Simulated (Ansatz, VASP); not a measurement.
**Two plane-wave programs on ZnSe**

```
Zn Se
1.0
     0.00000    2.95843    2.95843
     2.95843    0.00000    2.95843
     2.95843    2.95843    0.00000
Zn Se
1 1
Direct
  0.00000 0.00000 0.00000
  0.25000 0.25000 0.25000
```

Alike in both runs: task single point; functional PBE; k mesh 8 × 8 × 8; occupations gaussian, width 0.02 eV; no spin polarisation.

|  | VASP | Ansatz |
| --- | --- | --- |
| version | VASP 6.6.1 | Ansatz 0.2.0 |
| potentials or method | VASP PAW PBE potentials, release 64 (Zn, Se), cutoff 500 eV | scalar-relativistic, plane waves, PAW |
| valence electrons in the cell | 18 | 28 |

Ansatz gave:

| Property | Result |
| --- | --- |
| gap on the k mesh at the Fermi level (eV) | 0.80 |
| least direct gap on the mesh (eV) | 0.80 |
| pressure (GPa) | -4.3 |

Question: Estimate VASP's values.

Answer: gap on the k mesh at the Fermi level (eV): 0.80; least direct gap on the mesh (eV): 0.80; pressure (GPa): -4.2.

The functional is the same, so the differences come from potentials, cutoffs and numerics. VASP's potentials hold 18 valence electrons a cell and Ansatz's 28, so a difference there can come from the potentials and not from the codes.
